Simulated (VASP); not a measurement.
# P in VASP: further runs

The runs below take P through single point, with PBEsol.

Program: VASP 6.6.1. These are calculated values, not measurements. Logs are shortened: lines on timing, memory, paths and dates and some standing lists are left out, and cuts for length are marked.

## 1. The cell of the first run

The cell holds a slab with vacuum, 4 atoms: a = 3.235 Å, b = 34.352 Å, c = 4.370 Å, α = 90.00°, β = 90.00°, γ = 90.00°.

## 2. Single point, PBEsol

INCAR

```
SYSTEM = P
PREC     = Accurate       ! precision mode
ENCUT    = 520            ! plane-wave cutoff, eV
EDIFF    = 1E-7           ! SCF threshold, eV
ISMEAR   = 0              ! smearing method
SIGMA    = 0.02           ! smearing width, eV
LREAL    = .FALSE.        ! projectors in reciprocal space
LASPH    = .TRUE.         ! aspherical terms in the spheres
NELM     = 100            ! most SCF steps
ALGO     = Normal         ! electronic algorithm
ISIF     = 2              ! what is computed and relaxed
LWAVE    = .FALSE.        ! write WAVECAR
LCHARG   = .FALSE.        ! write CHGCAR
GGA      = PS             ! functional
NBANDS   = 18             ! bands
```

KPOINTS

```
regular mesh
0
G
  8 1 6
  0 0 0
```

POSCAR

```
P
1.0
    3.2351015882      0.0000000000      0.0000000000
    0.0000000000     34.3516265917      0.0000000000
    0.0000000000      0.0000000000      4.3703564522
P
4
Direct
    0.0000000000      0.9690649214      0.5792952612
    0.0000000000      0.0309350786      0.4207047388
    0.5000000000      0.0309350786      0.0792952612
    0.5000000000      0.9690649214      0.9207047388
```

Potentials or basis: VASP PAW PBE potentials, release 64 (P).

On the command line:

```sh
$ cat potpaw_PBE.64/P/POTCAR > POTCAR
$ mpirun -np 1 vasp_std > vasp.out
```

OUTCAR:

```text
SYSTEM = P
   PREC = Accurate
   ENCUT = 520
   EDIFF = 1E-7
   ISMEAR = 0
   LREAL = .FALSE.
   LASPH = .TRUE.
   NELM = 100
   ISIF = 2
   GGA = PS

 ion  position               nearest neighbor table
   1  0.000  0.969  0.579-   4 2.20   4 2.20   2 2.24
   2  0.000  0.031  0.421-   3 2.20   3 2.20   1 2.24
   3  0.500  0.031  0.079-   2 2.20   2 2.20   4 2.24
   4  0.500  0.969  0.921-   1 2.20   1 2.20   3 2.24

  LATTYP: Found a simple orthorhombic cell.
 ALAT       =     3.2351015882
 B/A-ratio  =     1.3509178408
 C/A-ratio  =    10.6184073839

  Lattice vectors:

 A1 = (  -3.2351015882,   0.0000000000,   0.0000000000)
 A2 = (   0.0000000000,   0.0000000000,   4.3703564522)
 A3 = (   0.0000000000,  34.3516265917,   0.0000000000)

Analysis of symmetry for initial positions (statically):
=====================================================================
 Subroutine PRICEL returns:
 Original cell was already a primitive cell.

 Routine SETGRP: Setting up the symmetry group for a
 simple orthorhombic supercell.

 Subroutine GETGRP returns: Found  8 space group operations
 (whereof  4 operations were pure point group operations)
 out of a pool of  8 trial point group operations.

The static configuration has the point symmetry C_2h.
 The point group associated with its full space group is D_2h.

Analysis of symmetry for dynamics (positions and initial velocities):
=====================================================================
 Subroutine PRICEL returns:
 Original cell was already a primitive cell.

 Routine SETGRP: Setting up the symmetry group for a
 simple orthorhombic supercell.

 Subroutine GETGRP returns: Found  8 space group operations
 (whereof  4 operations were pure point group operations)
 out of a pool of  8 trial point group operations.

The dynamic configuration has the point symmetry C_2h.
 The point group associated with its full space group is D_2h.

 Subroutine INISYM returns: Found  8 space group operations
 (whereof  4 operations are pure point group operations),
 and found     1 'primitive' translations

----------------------------------------------------------------------------------------

                                     Primitive cell

  volume of cell :     485.6821

  direct lattice vectors                    reciprocal lattice vectors
     3.235101588  0.000000000  0.000000000     0.309109304  0.000000000  0.000000000
     0.000000000 34.351626592  0.000000000     0.000000000  0.029110703  0.000000000
     0.000000000  0.000000000  4.370356452     0.000000000  0.000000000  0.228814288

  length of vectors
     3.235101588 34.351626592  4.370356452     0.309109304  0.029110703  0.228814288

  position of ions in fractional coordinates (direct lattice)
     0.000000000  0.969064921  0.579295261
     0.000000000  0.030935079  0.420704739
     0.500000000  0.030935079  0.079295261
     0.500000000  0.969064921  0.920704739

  ion indices of the primitive-cell ions
   primitive index   ion index
                 1           1
                 2           2
                 3           3
                 4           4

----------------------------------------------------------------------------------------

 KPOINTS: regular mesh

Automatic generation of k-mesh.
 Grid dimensions read from file:
 generate k-points for:    8    1    6

 Generating k-lattice:

  Cartesian coordinates                     Fractional coordinates (reciprocal lattice)
     0.038638663  0.000000000  0.000000000     0.125000000  0.000000000  0.000000000
     0.000000000  0.029110703  0.000000000     0.000000000  1.000000000  0.000000000
     0.000000000  0.000000000  0.038135715     0.000000000  0.000000000  0.166666667

  Length of vectors
     0.038638663  0.029110703  0.038135715

  Shift w.r.t. Gamma in fractional coordinates (k-lattice)
     0.000000000  0.000000000  0.000000000

 Subroutine IBZKPT returns following result:
 ===========================================

 Found     20 irreducible k-points:

 Following reciprocal coordinates:
            Coordinates               Weight
  0.000000  0.000000  0.000000      1.000000
  0.125000  0.000000  0.000000      2.000000
  0.250000  0.000000  0.000000      2.000000
  0.375000  0.000000  0.000000      2.000000
  0.500000  0.000000  0.000000      1.000000
  0.000000  0.000000  0.166667      2.000000
[... 12 lines left out ...]
  0.375000  0.000000  0.500000      2.000000
  0.500000  0.000000  0.500000      1.000000
   k-points           NKPTS =     20   k-points in BZ     NKDIM =     20   number of bands    NBANDS=     18
   number of dos      NEDOS =    301   number of ions     NIONS =      4
   total plane-waves  NPLWV = 221184
   dimension x,y,z NGX =    24 NGY =  256 NGZ =   36
   dimension x,y,z NGXF=    48 NGYF=  512 NGZF=   72
   ions per type =               4
   NGX,Y,Z   is equivalent  to a cutoff of  12.33, 12.39, 13.69 a.u.
   NGXF,Y,Z  is equivalent  to a cutoff of  24.67, 24.78, 27.39 a.u.
 SYSTEM =  P
   PREC   = accura    normal or accurate (medium, high low for compatibility)
   ISTART =      0    job   : 0-new  1-cont  2-samecut
   ICHARG =      2    charge: 1-file 2-atom 10-const
   ISPIN  =      1    spin polarized calculation?
   LNONCOLLINEAR =      F non collinear calculations
   LSORBIT =      F    spin-orbit coupling
   LASPH  =      T    aspherical Exc in radial PAW
   ENCUT  =  520.0 eV  38.22 Ry    6.18 a.u.   6.02 63.87  8.13*2*pi/ulx,y,z
   NELM   =    100;   NELMIN=  2; NELMDL= -5     # of ELM steps
   EDIFF  = 0.1E-06   stopping-criterion for ELM
   LREAL  =      F    real-space projection
   EDIFFG = 0.1E-05   stopping-criterion for IOM
   NSW    =      0    number of steps for IOM
   IBRION =     -1    ionic relax: 0-MD 1-quasi-New 2-CG
   NFREE  =      0    steps in history (QN), initial steepest desc. (CG)
   ISIF   =      2    stress and relaxation
   ISYM   =      2    0-nonsym 1-usesym 2-fastsym
   POTIM  = 0.5000    time-step for ionic-motion
   TEBEG  =    0.0;   TEEND  =   0.0 temperature during run
   PSTRESS=    0.0 pullay stress
   NELECT =      20.0000    total number of electrons
   NUPDOWN=      -1.0000    fix difference up-down
   EMIN   =  10.00;   EMAX   =-10.00  energy-range for DOS
   EFERMI =   0.00;   METHOD = LEGACY
   ISMEAR =     0;   SIGMA  =   0.02  broadening in eV -4-tet -1-fermi 0-gaus
   EFERMI_NEDOS =   21; number of points for ismear=-14 and -15
   IALGO  =     38    algorithm
   IMIX   =      4    mixing-type and parameters
     AMIX     =   0.40;   BMIX     =  1.00
     AMIX_MAG =   1.60;   BMIX_MAG =  1.00
  volume/ion in A,a.u.               =     121.42       819.39
  Fermi-wavevector in a.u.,A,eV,Ry     =   0.565328  1.068316  4.348370  0.319596
  Thomas-Fermi vector in A             =   1.603261
   LORBIT       =      0    0 simple, 1 ext, 2 COOP (PROOUT), +10 PAW based schemes
   GGA     = PS    functional components
   LHFCALC =     F    Hartree Fock is set to
   AEXX    =    0.0000 exact exchange contribution
   IVDW    =     0    specifies the selected vdW correction
   LEPSILON=     F    determine dielectric tensor
   LRPA    =     F    only Hartree local field effects (RPA)
 non-spin polarized calculation
 Gauss-broadening in eV      SIGMA  =   0.02
  energy-cutoff  :      520.00
  volume of cell :      485.68
 maximum number of plane-waves:     13156
   NGX = 13   NGY =127   NGZ = 17

 number of electron      19.9999995 magnetization

 Free energy of the ion-electron system (eV)
  ---------------------------------------------------
  ext. energy  EPLUGINS =         0.00000000
  ---------------------------------------------------
  free energy    TOTEN  =       -22.82081867 eV

  energy without entropy =      -22.82081867  energy(sigma->0) =      -22.82081867

 E-fermi :  -3.0565     XC(G=0):  -1.8495

 val. band max:       -3.1622896534   @ k =   0.0000   0.0000   0.0000
 cond. band min:      -2.6106786396   @ k =   0.0000   0.0000   0.0000
 fundamental gap:      0.5516110137
 Fermi energy:        -3.0565140538

 k-point     1 :       0.0000    0.0000    0.0000
  band No.  band energies     occupation
      1     -18.5687      2.00000
      2     -15.8817      2.00000
      3     -12.1404      2.00000
      4      -9.1511      2.00000
      5      -8.1455      2.00000
      6      -7.6391      2.00000
[... 10 lines left out ...]
     17       1.7527      0.00000
     18       1.9048      0.00000

 k-point     2 :       0.1250    0.0000    0.0000
  band No.  band energies     occupation
      1     -18.3725      2.00000
      2     -15.6790      2.00000
      3     -12.2429      2.00000
      4      -8.9939      2.00000
      5      -7.9674      2.00000
      6      -7.8329      2.00000
[... 10 lines left out ...]
     17       1.9777      0.00000
     18       2.0958      0.00000

 k-point     3 :       0.2500    0.0000    0.0000
  band No.  band energies     occupation
      1     -17.7896      2.00000
      2     -15.0735      2.00000
      3     -12.8353      2.00000
      4      -9.1294      2.00000
      5      -8.5573      2.00000
      6      -8.5225      2.00000
[... 10 lines left out ...]
     17       2.1287      0.00000
     18       2.6494      0.00000

 k-point     4 :       0.3750    0.0000    0.0000
  band No.  band energies     occupation
      1     -16.8394      2.00000
      2     -14.1143      2.00000
      3     -14.0744      2.00000
      4     -11.0011      2.00000
      5      -8.5058      2.00000
      6      -8.0281      2.00000
[... 291 lines left out ...]
      4     -11.6951      2.00000
      5      -8.7901      2.00000
      6      -8.7901      2.00000
[... 10 lines left out ...]
     17       3.4279      0.00000
     18       3.4279      0.00000

 k-point    19 :       0.3750    0.0000    0.5000
  band No.  band energies     occupation
      1     -15.6976      2.00000
      2     -15.6976      2.00000
      3     -12.3185      2.00000
      4     -12.3185      2.00000
      5      -9.1809      2.00000
      6      -9.1809      2.00000
[... 10 lines left out ...]
     17       3.7577      0.00000
     18       3.7577      0.00000

 k-point    20 :       0.5000    0.0000    0.5000
  band No.  band energies     occupation
      1     -15.0833      2.00000
      2     -15.0833      2.00000
      3     -13.0626      2.00000
      4     -13.0626      2.00000
      5      -8.3206      2.00000
      6      -8.3206      2.00000
[... 10 lines left out ...]
     17       2.8726      0.00000
     18       2.8726      0.00000

------------------------ aborting loop because EDIFF is reached ----------------------------------------

  FORCE on cell =-STRESS in cart. coord.  units (eV):
  Direction    XX          YY          ZZ          XY          YZ          ZX
  --------------------------------------------------------------------------------------
  -------------------------------------------------------------------------------------
  Total        1.8685322     -0.0779087      0.6259143      0.0000000      0.0000000      0.0000000
  in kB        6.1639497     -0.2570068      2.0647780      0.0000000      0.0000000      0.0000000
  external PRESSURE =       2.6572403 kB  Pullay stress =       0.0000000 kB

 VOLUME and BASIS-vectors are now :
 -----------------------------------------------------------------------------
  energy-cutoff  :      520.00
  volume of cell :      485.68
      direct lattice vectors                 reciprocal lattice vectors
     3.235101588  0.000000000  0.000000000     0.309109304  0.000000000  0.000000000
     0.000000000 34.351626592  0.000000000     0.000000000  0.029110703  0.000000000
     0.000000000  0.000000000  4.370356452     0.000000000  0.000000000  0.228814288

 POSITION                                       TOTAL-FORCE (eV/Angst)
 -----------------------------------------------------------------------------------
      0.00000     33.28896      2.53173        -0.000000      0.015067      0.017892
      0.00000      1.06267      1.83863         0.000000     -0.015067     -0.017892
      1.61755      1.06267      0.34655        -0.000000     -0.015067      0.017892
      1.61755     33.28896      4.02381         0.000000      0.015067     -0.017892
 -----------------------------------------------------------------------------------
    total drift:                               -0.000000      0.000000     -0.000000

  FREE ENERGIE OF THE ION-ELECTRON SYSTEM (eV)
  ---------------------------------------------------
  free  energy   TOTEN  =       -22.8208186724 eV

  energy  without entropy=      -22.8208186724  energy(sigma->0) =      -22.82081867
```

It took 5.1 min on 1 thread of Oxide Virtual Turin-like, shared host; peak memory 0.49 GiB.

What came out:

```
Free energy            : -22.8208 eV
Largest force          : 0.023 eV/Å
Band gap on the k mesh : 0.55 eV
```

Forces in eV/Å, atoms in the order of the input:
```
P    0.000  0.015  0.018
P    0.000 -0.015 -0.018
P    0.000 -0.015  0.018
P    0.000  0.015 -0.018
```

Levels at points of the mesh, in eV from the valence-band top:
| k point | band 7 | band 8 | band 9 | band 10 | band 11 | band 12 | band 13 | band 14 |
| --- | --- | --- | --- | --- | --- | --- | --- | --- |
| (0.00, 0.00, 0.00) | -3.34 | -2.12 | -1.59 | 0.00 | 0.55 | 1.67 | 2.99 | 3.71 |
| (0.50, 0.00, 0.00) | -2.79 | -2.79 | -2.10 | -2.10 | 1.20 | 1.20 | 1.74 | 1.74 |
| (0.00, 0.00, 0.50) | -2.39 | -2.39 | -0.92 | -0.92 | 2.28 | 2.28 | 3.57 | 3.57 |
| (0.50, 0.00, 0.50) | -5.07 | -5.07 | -1.40 | -1.40 | 2.36 | 2.36 | 4.42 | 4.42 |

Caveat: there is no dipole correction, which matters where the two faces differ; the PAW data sets were made with another functional, which shifts forces and pressure a little.

## 3. Single point, PBEsol (equal strain along all axes, cell held: +1.5 %, then relaxed in part)

INCAR

```
SYSTEM = P
  PREC = Accurate
  ENCUT = 520
  EDIFF = 1E-7
  ISMEAR = 0
  SIGMA = 0.02
  LREAL = .False.
  LASPH = .True.
  NELM = 60
  ALGO = Normal
  ISIF = 2
  LWAVE = .False.
  LCHARG = .True.
  GGA = PS
  LELF = .True.
  LVHAR = .True.
  NBANDS = 18
```

KPOINTS

```
regular mesh
0
Gamma
  8 1 6
  0 0 0
```

POSCAR

```
P
1.0
    3.3336326011      0.0000000000      0.0000000000
    0.0000000000     35.3978690260      0.0000000000
    0.0000000000      0.0000000000      4.5034637553
P
4
Direct
    0.0000000000      0.9703143688      0.5857314643
    0.0000000000      0.0296856312      0.4142685357
    0.5000000000      0.0296856312      0.0857314643
    0.5000000000      0.9703143688      0.9142685357
```

Potentials or basis: VASP PAW PBE potentials, release 64 (P).

On the command line:

```sh
$ cat potpaw_PBE.64/P/POTCAR > POTCAR
$ mpirun -np 1 vasp_std > vasp.out
```

It took 14 min on 1 thread of Oxide Virtual Turin-like, shared host; peak memory 0.61 GiB.

The run converged. Its results:

| Quantity | Value |
| --- | --- |
| Free energy | -22.8235 eV |
| Largest force | 0.020 eV/Å |
| Band gap on the k mesh | 0.88 eV |

Forces in eV/Å, atoms in the order of the input:
```
P    0.000  0.015  0.013
P    0.000 -0.015 -0.013
P    0.000 -0.015  0.013
P    0.000  0.015 -0.013
```

Levels at points of the mesh, in eV from the valence-band top:
| k point | band 7 | band 8 | band 9 | band 10 | band 11 | band 12 | band 13 | band 14 |
| --- | --- | --- | --- | --- | --- | --- | --- | --- |
| (0.00, 0.00, 0.00) | -3.57 | -1.86 | -1.72 | 0.00 | 0.88 | 1.36 | 2.48 | 3.24 |
| (0.50, 0.00, 0.00) | -2.74 | -2.74 | -2.03 | -2.03 | 1.25 | 1.25 | 2.02 | 2.02 |
| (0.00, 0.00, 0.50) | -2.69 | -2.69 | -1.19 | -1.19 | 1.91 | 1.91 | 3.42 | 3.42 |
| (0.50, 0.00, 0.50) | -4.79 | -4.79 | -1.22 | -1.22 | 2.40 | 2.40 | 4.05 | 4.05 |

Caveat: the cell differs from its parent crystal (equal strain along all axes, cell held: +1.5 %, then relaxed in part); there is no dipole correction, which matters where the two faces differ; the PAW data sets were made with another functional, which shifts forces and pressure a little.

## 4. Single point, PBEsol

This run uses another cell than the first one.

INCAR

```
PREC = Accurate
ENCUT = 520
EDIFF = 1E-7
ISMEAR = 0
SIGMA = 0.02
LREAL = F
LASPH = T
NELM = 80
ALGO = Normal
ISIF = 2
LWAVE = F
LCHARG = T
GGA = PS
LELF = T
LVHAR = T
NBANDS = 18
```

KPOINTS

```
Automatic mesh
0
Gamma
  8 1 6
```

POSCAR is that of step 3.

On the command line:

```sh
$ cat potpaw_PBE.64/P/POTCAR > POTCAR
$ mpirun -np 1 vasp_std > vasp.out
```

It took 11 min on 1 thread of Oxide Virtual Turin-like, shared host; peak memory 0.61 GiB.

Results (log left out):

```yaml
Free_energy: -22.8235 eV
Largest_force: 0.020 eV/Å
Band_gap_on_the_k_mesh: 0.88 eV
```

Forces in eV/Å, atoms in the order of the input:
```
P    0.000  0.015  0.013
P    0.000 -0.015 -0.013
P    0.000 -0.015  0.013
P    0.000  0.015 -0.013
```

Levels at points of the mesh, in eV from the valence-band top:
| k point | band 6 | band 7 | band 8 | band 9 | band 10 | band 11 | band 12 | band 13 | band 14 | band 15 |
| --- | --- | --- | --- | --- | --- | --- | --- | --- | --- | --- |
| (0.00, 0.00, 0.00) | -4.55 | -3.57 | -1.86 | -1.72 | 0.00 | 0.88 | 1.36 | 2.48 | 3.24 | 4.46 |
| (0.50, 0.00, 0.00) | -4.88 | -2.74 | -2.74 | -2.03 | -2.03 | 1.25 | 1.25 | 2.02 | 2.02 | 3.64 |
| (0.00, 0.00, 0.50) | -3.00 | -2.69 | -2.69 | -1.19 | -1.19 | 1.91 | 1.91 | 3.42 | 3.42 | 3.67 |
| (0.50, 0.00, 0.50) | -4.98 | -4.79 | -4.79 | -1.22 | -1.22 | 2.40 | 2.40 | 4.05 | 4.05 | 5.50 |

Caveat: there is no dipole correction, which matters where the two faces differ; the PAW data sets were made with another functional, which shifts forces and pressure a little.
